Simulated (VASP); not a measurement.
# SiC (P1) in VASP: single point with r2SCAN

Aim: the single point of SiC with r2SCAN.

Program: VASP 6.6.1. These are calculated values, not measurements. Logs are shortened: lines on timing, memory, paths and dates and some standing lists are left out, and cuts for length are marked.

## Step 1: The cell of the first run

The typed cell holds 8 atoms: a = 4.396 Å, b = 4.383 Å, c = 4.287 Å, α = 91.35°, β = 88.74°, γ = 91.15°.

## Step 2: Single point, r2SCAN (atoms moved at random and the cell strained at random)

POSCAR reads:

```
SiC
1.0
    4.3954321163      0.0436191663     -0.0474922503
   -0.0436191663     -4.3824518938      0.0508201006
    0.0474922503      0.0508201006     -4.2859489577
Si C
4 4
Direct
   -0.0038657616      0.4924096702      0.5053886830
    0.4969374466      0.0107545509      0.5086619234
    0.5035766453      0.5029918236     -0.0077271264
    0.0032586060      0.0001460581     -0.0039758191
    0.7540583771      0.7466972701      0.7662356870
    0.2517536334      0.2440627930      0.7504186994
    0.2476008508      0.7482834147      0.2436104174
    0.7466802024      0.2546544194      0.2373875354
```

INCAR.step1 reads:

```
PREC = Accurate
ENCUT = 520
ISMEAR = 0
SIGMA = 0.05
LREAL = F
LASPH = T
NELM = 100
NBANDS = 26
GGA = PE
ALGO = Normal
EDIFF = 1E-4
LWAVE = T
LCHARG = F
```

INCAR.step2 reads:

```
PREC = Accurate
ENCUT = 520
EDIFF = 1E-6
ISMEAR = 0
SIGMA = 0.05
LREAL = F
LASPH = T
NELM = 100
ALGO = Normal
ISIF = 2
LWAVE = F
LCHARG = T
METAGGA = R2SCAN
LMIXTAU = T
LELF = T
LVHAR = T
NBANDS = 26
ISTART = 1
```

KPOINTS reads:

```
regular mesh
0
Gamma
  6 6 6
```

Potentials or basis: VASP PAW PBE potentials, release 64 (Si, C).

The run is started by

```bash
$ cat potpaw_PBE.64/Si/POTCAR potpaw_PBE.64/C/POTCAR > POTCAR
$ cp INCAR.step1 INCAR
$ mpirun -np 1 vasp_std > vasp.out
$ cp INCAR.step2 INCAR
$ mpirun -np 1 vasp_std > vasp.out
```

OUTCAR:

```text
PREC = Accurate
   ENCUT = 520
   EDIFF = 1E-6
   ISMEAR = 0
   LREAL = F
   LASPH = T
   NELM = 100
   ISIF = 2
   METAGGA = R2SCAN
   ISTART = 1

 ion  position               nearest neighbor table
   1  0.996  0.492  0.505-   5 1.89   8 1.89   7 1.92   6 1.92   3 2.97   2 3.01   4 3.03   4 3.03
                             4 3.05   2 3.08   3 3.09   3 3.10   3 3.12   2 3.13
   2  0.497  0.011  0.509-   6 1.80   8 1.91   7 1.94   5 2.00   3 2.96   4 2.98   1 3.01   3 3.08
                             1 3.08   4 3.09   4 3.09   3 3.10   4 3.12   3 3.13   1 3.13
   3  0.504  0.503  0.992-   5 1.80   7 1.88   6 1.88   8 1.89   2 2.96   1 2.97   4 3.06   2 3.08
                             4 3.08   1 3.09   1 3.10   2 3.10   1 3.12   4 3.13   2 3.13   4 3.14
   4  0.003  0.000  0.996-   5 1.83   6 1.84   8 1.88   7 1.91   2 2.98   1 3.03   1 3.03   1 3.05
                             3 3.06   3 3.08   2 3.09   2 3.09   2 3.12   3 3.13   3 3.14
   5  0.754  0.747  0.766-   3 1.80   4 1.83   1 1.89   2 2.00
   6  0.252  0.244  0.750-   2 1.80   4 1.84   3 1.88   1 1.92
   7  0.248  0.748  0.244-   3 1.88   4 1.91   1 1.92   2 1.94
   8  0.747  0.255  0.237-   4 1.88   1 1.89   3 1.89   2 1.91

  LATTYP: Found a triclinic cell.
 ALAT       =     4.3829635996
 B/A-ratio  =     1.4151155988
 C/A-ratio  =     1.7086103740
 COS(alpha) =     0.0007828184
 COS(beta)  =     0.5600478595
 COS(gamma) =     0.7229371724

  Lattice vectors:

 A1 = (   0.0436191663,   4.3824518938,  -0.0508201006)
 A2 = (   0.0911114166,   4.4332719944,  -4.3367690583)
 A3 = (  -4.3993052003,   4.2880126269,   4.2826211074)

Analysis of symmetry for initial positions (statically):
=====================================================================
 Subroutine PRICEL returns:
 Original cell was already a primitive cell.

 Routine SETGRP: Setting up the symmetry group for a
 triclinic supercell.

 Subroutine GETGRP returns: Found  1 space group operations
 (whereof  1 operations were pure point group operations)
 out of a pool of  2 trial point group operations.

The static configuration has the point symmetry C_1 .

Analysis of symmetry for dynamics (positions and initial velocities):
=====================================================================
 Subroutine PRICEL returns:
 Original cell was already a primitive cell.

 Routine SETGRP: Setting up the symmetry group for a
 triclinic supercell.

 Subroutine GETGRP returns: Found  1 space group operations
 (whereof  1 operations were pure point group operations)
 out of a pool of  2 trial point group operations.

The dynamic configuration has the point symmetry C_1 .

 Subroutine INISYM returns: Found  1 space group operations
 (whereof  1 operations are pure point group operations),
 and found     1 'primitive' translations

----------------------------------------------------------------------------------------

                                     Primitive cell

  volume of cell :      82.5301

  direct lattice vectors                    reciprocal lattice vectors
     4.395432116  0.043619166 -0.047492250     0.227558065 -0.002235985  0.002495039
    -0.043619166 -4.382451894  0.050820101     0.002235985 -0.228236118 -0.002681504
     0.047492250  0.050820101 -4.285948958    -0.002495039 -0.002681504 -0.233380000

  length of vectors
     4.395905098  4.382963600  4.286513346     0.227582727  0.228262821  0.233408741

  position of ions in fractional coordinates (direct lattice)
     0.996134238  0.492409670  0.505388683
     0.496937447  0.010754551  0.508661923
     0.503576645  0.502991824  0.992272874
     0.003258606  0.000146058  0.996024181
     0.754058377  0.746697270  0.766235687
     0.251753633  0.244062793  0.750418699
     0.247600851  0.748283415  0.243610417
     0.746680202  0.254654419  0.237387535

  ion indices of the primitive-cell ions
   primitive index   ion index
                 1           1
                 2           2
                 3           3
                 4           4
                 5           5
                 6           6
                 7           7
                 8           8

----------------------------------------------------------------------------------------

 KPOINTS: regular mesh

Automatic generation of k-mesh.
 Grid dimensions read from file:
 generate k-points for:    6    6    6

 Generating k-lattice:

  Cartesian coordinates                     Fractional coordinates (reciprocal lattice)
     0.037926344 -0.000372664  0.000415840     0.166666667  0.000000000  0.000000000
     0.000372664 -0.038039353 -0.000446917     0.000000000  0.166666667  0.000000000
    -0.000415840 -0.000446917 -0.038896667    -0.000000000 -0.000000000  0.166666667

  Length of vectors
     0.037930455  0.038043804  0.038901457

  Shift w.r.t. Gamma in fractional coordinates (k-lattice)
     0.000000000  0.000000000  0.000000000

 Subroutine IBZKPT returns following result:
 ===========================================

 Found    112 irreducible k-points:

 Following reciprocal coordinates:
            Coordinates               Weight
  0.000000  0.000000  0.000000      1.000000
  0.166667  0.000000  0.000000      2.000000
  0.333333  0.000000  0.000000      2.000000
  0.500000  0.000000  0.000000      1.000000
  0.000000  0.166667  0.000000      2.000000
  0.166667  0.166667 -0.000000      2.000000
[... 16 lines left out ...]
  0.333333  0.000000  0.166667      2.000000
  0.500000  0.000000  0.166667      2.000000
 [... further k-points ...]
   k-points           NKPTS =    112   k-points in BZ     NKDIM =    112   number of bands    NBANDS=     26
   number of dos      NEDOS =    301   number of ions     NIONS =      8
   total plane-waves  NPLWV =  41472
   dimension x,y,z NGX =    36 NGY =   36 NGZ =   32
   dimension x,y,z NGXF=    72 NGYF=   72 NGZF=   64
   ions per type =               4   4
   NGX,Y,Z   is equivalent  to a cutoff of  13.61, 13.65, 12.41 a.u.
   NGXF,Y,Z  is equivalent  to a cutoff of  27.23, 27.31, 24.82 a.u.
 SYSTEM =  unknown system
   PREC   = accura    normal or accurate (medium, high low for compatibility)
   ISTART =      1    job   : 0-new  1-cont  2-samecut
   ICHARG =      0    charge: 1-file 2-atom 10-const
   ISPIN  =      1    spin polarized calculation?
   LNONCOLLINEAR =      F non collinear calculations
   LSORBIT =      F    spin-orbit coupling
   LASPH  =      T    aspherical Exc in radial PAW
   ENCUT  =  520.0 eV  38.22 Ry    6.18 a.u.   8.17  8.15  7.97*2*pi/ulx,y,z
   NELM   =    100;   NELMIN=  2; NELMDL=  0     # of ELM steps
   EDIFF  = 0.1E-05   stopping-criterion for ELM
   LREAL  =      F    real-space projection
   EDIFFG = 0.1E-04   stopping-criterion for IOM
   NSW    =      0    number of steps for IOM
   IBRION =     -1    ionic relax: 0-MD 1-quasi-New 2-CG
   NFREE  =      0    steps in history (QN), initial steepest desc. (CG)
   ISIF   =      2    stress and relaxation
   ISYM   =      2    0-nonsym 1-usesym 2-fastsym
   POTIM  = 0.5000    time-step for ionic-motion
   TEBEG  =    0.0;   TEEND  =   0.0 temperature during run
   PSTRESS=    0.0 pullay stress
   NELECT =      32.0000    total number of electrons
   NUPDOWN=      -1.0000    fix difference up-down
   EMIN   =  10.00;   EMAX   =-10.00  energy-range for DOS
   EFERMI =   0.00;   METHOD = LEGACY
   ISMEAR =     0;   SIGMA  =   0.05  broadening in eV -4-tet -1-fermi 0-gaus
   EFERMI_NEDOS =   21; number of points for ismear=-14 and -15
   IALGO  =     38    algorithm
   IMIX   =      4    mixing-type and parameters
     AMIX     =   0.40;   BMIX     =  1.00
     AMIX_MAG =   1.60;   BMIX_MAG =  1.00
  volume/ion in A,a.u.               =      10.32        69.62
  Fermi-wavevector in a.u.,A,eV,Ry     =   1.193770  2.255899 19.389492  1.425087
  Thomas-Fermi vector in A             =   2.329777
   LORBIT       =      0    0 simple, 1 ext, 2 COOP (PROOUT), +10 PAW based schemes
   METAGGA = R2SCAN    functional components
   LHFCALC =     F    Hartree Fock is set to
   AEXX    =    0.0000 exact exchange contribution
   IVDW    =     0    specifies the selected vdW correction
   LEPSILON=     F    determine dielectric tensor
   LRPA    =     F    only Hartree local field effects (RPA)
 non-spin polarized calculation
 Gauss-broadening in eV      SIGMA  =   0.05
  energy-cutoff  :      520.00
  volume of cell :       82.53
 maximum number of plane-waves:      2256
 NGX is ok and might be reduce to    36
   NGX = 17   NGY = 17   NGZ = 15

 number of electron      32.0000000 magnetization

 Free energy of the ion-electron system (eV)
  ---------------------------------------------------
  ext. energy  EPLUGINS =         0.00000000
  ---------------------------------------------------
  free energy    TOTEN  =       -76.88084776 eV

  energy without entropy =      -76.88084776  energy(sigma->0) =      -76.88084776

 E-fermi :   8.3517     XC(G=0): -11.9472

 val. band max:        8.1322265596   @ k =   0.0000   0.0000   0.0000
 cond. band min:       9.4118559200   @ k =   0.0000   0.0000   0.0000
 fundamental gap:      1.2796293604
 Fermi energy:         8.3517249434

 k-point     1 :       0.0000    0.0000    0.0000
  band No.  band energies     occupation
      1      -8.2196      2.00000
      2      -3.4245      2.00000
      3      -3.0366      2.00000
      4      -2.8493      2.00000
      5      -0.2693      2.00000
      6      -0.0556      2.00000
[... 18 lines left out ...]
     25      16.1234      0.00000
     26      16.2110      0.00000

 k-point     2 :       0.1667    0.0000    0.0000
  band No.  band energies     occupation
      1      -8.0353      2.00000
      2      -4.0953      2.00000
      3      -3.0664      2.00000
      4      -2.9011      2.00000
      5      -0.0015      2.00000
      6       0.2947      2.00000
[... 18 lines left out ...]
     25      16.4415      0.00000
     26      16.7064      0.00000

 k-point     3 :       0.3333    0.0000    0.0000
  band No.  band energies     occupation
      1      -7.4879      2.00000
      2      -5.4135      2.00000
      3      -2.9570      2.00000
      4      -2.8436      2.00000
      5       0.4106      2.00000
      6       0.6423      2.00000
[... 18 lines left out ...]
     25      17.5747      0.00000
     26      18.0080      0.00000

 k-point     4 :       0.5000    0.0000    0.0000
  band No.  band energies     occupation
      1      -6.5993      2.00000
      2      -6.5958      2.00000
      3      -2.8715      2.00000
      4      -2.8271      2.00000
      5       0.7787      2.00000
      6       0.8111      2.00000
[... 18 lines left out ...]
     25      18.1073      0.00000
     26      18.2179      0.00000
[... 496 lines left out ...]
      1      -7.8554      2.00000
      2      -3.9948      2.00000
      3      -3.6407      2.00000
      4      -3.0527      2.00000
      5       0.1337      2.00000
      6       0.7702      2.00000
[... 18 lines left out ...]
     25      16.4178      0.00000
     26      16.8362      0.00000

 k-point    23 :       0.3333    0.0000    0.1667
  band No.  band energies     occupation
      1      -7.3232      2.00000
      2      -5.2260      2.00000
      3      -3.3997      2.00000
      4      -3.1198      2.00000
      5       0.4982      2.00000
      6       0.9274      2.00000
[... 18 lines left out ...]
     25      17.1960      0.00000
     26      17.5609      0.00000

 k-point    24 :       0.5000    0.0000    0.1667
  band No.  band energies     occupation
      1      -6.4534      2.00000
      2      -6.3946      2.00000
      3      -3.2868      2.00000
      4      -3.1123      2.00000
      5       0.7587      2.00000
      6       0.8649      2.00000
[... 18 lines left out ...]
     25      17.8005      0.00000
     26      18.1491      0.00000

 [... further k-points ...]

------------------------ aborting loop because EDIFF is reached ----------------------------------------

  FORCE on cell =-STRESS in cart. coord.  units (eV):
  Direction    XX          YY          ZZ          XY          YZ          ZX
  --------------------------------------------------------------------------------------
  -------------------------------------------------------------------------------------
  Total       -0.2995545      0.0007522      2.5716367     -2.6201584      3.2954898      3.7182864
  in kB       -5.8153287      0.0146023     49.9238425    -50.8658067     63.9761878     72.1840467
  external PRESSURE =      14.7077054 kB  Pullay stress =       0.0000000 kB

 VOLUME and BASIS-vectors are now :
 -----------------------------------------------------------------------------
  energy-cutoff  :      520.00
  volume of cell :       82.53
      direct lattice vectors                 reciprocal lattice vectors
     4.395432116  0.043619166 -0.047492250     0.227558065 -0.002235985  0.002495039
    -0.043619166 -4.382451894  0.050820101     0.002235985 -0.228236118 -0.002681504
     0.047492250  0.050820101 -4.285948958    -0.002495039 -0.002681504 -0.233380000

 POSITION                                       TOTAL-FORCE (eV/Angst)
 -----------------------------------------------------------------------------------
      4.38096     -2.08883     -2.18835         0.430602     -0.729022      0.910413
      2.20794      0.00039     -2.20315         0.856450      1.820167      1.667244
      2.23862     -2.13194     -4.25118        -0.744403      0.302429     -1.373458
      0.06162      0.05012     -4.26906        -0.012680      0.356204     -1.224677
      3.31823     -3.20053     -3.28191        -0.205138     -0.682278      2.141268
      1.13156     -1.02048     -3.21581        -0.558541     -1.171005      0.023499
      1.06724     -3.25614     -1.01783         0.137922     -0.266440     -0.984316
      3.28215     -1.07138     -1.03995         0.095788      0.369945     -1.159974
 -----------------------------------------------------------------------------------
    total drift:                               -0.000552     -0.000502      0.000602

  FREE ENERGIE OF THE ION-ELECTRON SYSTEM (eV)
  ---------------------------------------------------
  free  energy   TOTEN  =       -76.8808477584 eV

  energy  without entropy=      -76.8808477584  energy(sigma->0) =      -76.88084776
```

Run time: 9.7 min. Hardware: 1 thread of Intel Xeon 8259CL, shared host; peak memory 0.32 GiB.

Results:

* Free energy: -76.8808 eV
* Pressure: 1.5 GPa
* Largest force: 2.613 eV/Å
* Band gap on the k mesh: 1.28 eV

Forces in eV/Å, atoms in the order of the input:
```
Si   0.431 -0.729  0.910
Si   0.856  1.820  1.667
Si  -0.744  0.302 -1.373
Si  -0.013  0.356 -1.225
C   -0.205 -0.682  2.141
C   -0.559 -1.171  0.023
C    0.138 -0.266 -0.984
C    0.096  0.370 -1.160
```

Stress tensor (GPa, compression positive):
```
-0.58 -5.09  7.22
-5.09  0.00  6.40
 7.22  6.40  4.99
```

Caveat: the cell differs from its parent crystal (atoms moved at random and the cell strained at random); the stress differs along the axes, from -1 to 5 GPa; the PAW data sets were made with another functional, which shifts forces and pressure a little.
